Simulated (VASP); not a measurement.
Set up this calculation in VASP 6.6.1, as the native input.

```yaml
Task: single point
Functional: PBE
Dispersion: D3(BJ)
Potentials_or_basis: VASP PAW PBE potentials, release 64 (Sn_d, O)
Cutoff: 520 eV
k_mesh: 7 × 7 × 1
Occupations: gaussian, width 0.05 eV
Spin: no spin polarisation
Dipole_correction: yes
Further_INCAR_settings: ALGO = Normal; EDIFF = 1e-07; NBANDS = 50
```

The structure of SnO lies in POSCAR:

```
SnO
1.0
    3.8201526160      0.0002954389      0.0000000000
   -0.0003145156      3.8201526145      0.0000000000
    0.0000000000      0.0000000000     22.2260756252
Sn O
4 4
Direct
    0.9999453016      0.9999453016      0.2024648920
    0.4999453016      0.4999453016      0.3087831576
    0.7499453016      0.7499453016      0.4896517944
    0.2499453016      0.2499453016      0.5959700601
    0.9999461184      0.4999461184      0.2556240248
    0.4999461184      0.9999461184      0.2556240248
    0.7499461184      0.2499461184      0.5428109272
    0.2499461184      0.7499461184      0.5428109272
```

This cell differs from its parent crystal: layers slid over each other.

One way to write it, as run:

INCAR

```
PREC = Accurate
ENCUT = 520
EDIFF = 1E-7
ISMEAR = 0
SIGMA = 0.05
LREAL = False
LASPH = True
NELM = 100
ALGO = Normal
ISIF = 2
LWAVE = False
LCHARG = False
LDIPOL = True
IDIPOL = 3
DIPOL = 0.5 0.5 0.399
GGA = PE
IVDW = 12
NBANDS = 50
```

KPOINTS

```
Automatic mesh
0
Gamma
  7 7 1
```

Potentials or basis: VASP PAW PBE potentials, release 64 (Sn_d, O).

Run with:

```console
$ cat potpaw_PBE.64/Sn_d/POTCAR potpaw_PBE.64/O/POTCAR > POTCAR
$ mpirun -np 1 vasp_std > vasp.out
```

Results of the run:

| Quantity | Value |
| --- | --- |
| Largest force | 0.112 eV/Å |
| Band gap on the k mesh | 2.47 eV (least direct gap 2.53 eV) |
| Dispersion energy per atom | -0.157 eV |

Caveat: the cell differs from its parent crystal (layers slid over each other); spin-orbit coupling is left out, which moves the levels of the heavy elements.

Wall time 4.4 min on 1 thread of Intel(R) Xeon(R) Platinum 8488C (Sapphire Rapids), with other jobs on the host, peak memory 0.44 GiB.
